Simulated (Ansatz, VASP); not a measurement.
# Os in VASP and in Ansatz

Contents of INCAR:

```
SYSTEM = Os
PREC     = Accurate       ! precision mode
ENCUT    = 520            ! plane-wave cutoff, eV
EDIFF    = 1E-6           ! SCF threshold, eV
ISMEAR   = 0              ! smearing method
SIGMA    = 0.15           ! smearing width, eV
LREAL    = .FALSE.        ! projectors in reciprocal space
LASPH    = .TRUE.         ! aspherical terms in the spheres
NELM     = 80             ! most SCF steps
ALGO     = Fast           ! electronic algorithm
ISIF     = 2              ! what is computed and relaxed
LWAVE    = .FALSE.        ! write WAVECAR
LCHARG   = .FALSE.        ! write CHGCAR
GGA      = PE             ! functional
NBANDS   = 15             ! bands
```

The input KPOINTS:

```
regular mesh
0
G
  18 18 12
  0 0 0
```

Contents of POSCAR:

```
Os
1.0
    2.7340999755      0.0000000000      0.0000000000
   -1.3670499878      2.3678000353      0.0000000000
    0.0000000000      0.0000000000      4.3197000000
Os
2
Direct
    0.3333333333      0.6666666667      0.1805507327
    0.6666666667      0.3333333333      0.7500000000
```

Input for Ansatz:

```yaml
crystal:
  lattice:
    - [2.7340999755, 0.0, 0.0]
    - [-1.3670499878, 2.3678000353, 0.0]
    - [0.0, 0.0, 4.3197]
  atoms:
    - { symbol: Os, position: [0.3333333333, 0.6666666667, 0.1805507327] }
    - { symbol: Os, position: [0.6666666667, 0.3333333333, 0.75] }
basis:
  ecutwfc: 420
kpoints:
  mp_grid: { grid: [18, 18, 12] }
hamiltonian:
  xc: pbe
scf:
  occupations: { method: gaussian, width: 0.15 }
output:
  forces: true
  stress: true
  eigenvalues: true
```

Alike in both runs: task single point; functional PBE; k mesh 18 × 18 × 12; occupations gaussian, width 0.15 eV; no spin polarisation.

|  | VASP | Ansatz |
| --- | --- | --- |
| version | VASP 6.6.1 | Ansatz 0.2.0 |
| potentials or method | VASP PAW PBE potentials, release 64 (Os), cutoff 520 eV | scalar-relativistic, plane waves, PAW |
| valence electrons in the cell | 16 | 32 |

Ansatz gave:

| Property | Result |
| --- | --- |
| gap on the k mesh at the Fermi level (eV) | none |
| rms of the force components (eV/Å) | 3.795 |

Estimate VASP's values.

gap on the k mesh at the Fermi level (eV): none; rms of the force components (eV/Å): 3.785.

Atom by atom the forces differ by 0.010 eV/Å (rms over components). A gap of «none» marks a metal or a gap that the smearing closes. VASP's potentials hold 16 valence electrons a cell and Ansatz's 32, so a difference there can come from the potentials and not from the codes.

Spin-orbit coupling is off throughout.
